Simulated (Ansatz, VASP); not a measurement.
## SiC: VASP beside Ansatz

```
Si C
1.0
     3.07534    0.00000    0.00000
    -1.53767    2.66332    0.00000
     0.00000    0.00000    5.04822
Si C
2 2
Direct
  0.33333 0.66667 0.00460
  0.66667 0.33333 0.50460
  0.33333 0.66667 0.38040
  0.66667 0.33333 0.88040
```

Alike in both runs: functional r2SCAN; k mesh 16 × 16 × 8; occupations fermi-dirac, width 0.05 eV; no spin polarisation.

Ansatz relaxed the structure, and its values are those at the end. VASP's run is a single point on that final structure, the one shown.

```csv
,VASP,Ansatz
version,VASP 6.6.1,Ansatz 0.2.0
potentials or method,"VASP PAW PBE potentials, release 64 (Si, C)","PAW with Ansatz's default frozen-core files, scalar-relativistic"
plane-wave cutoff (eV),520,500
valence electrons in the cell,16,16
```

|  | VASP | Ansatz | Ansatz less VASP |
| --- | --- | --- | --- |
| gap on the k mesh at the Fermi level (eV) | 2.72 | 2.72 | -0.007 |
| pressure (GPa) | -0.2 | 0.0 | +0.19 |

VASP's potentials were made for PBE, not for r2SCAN.
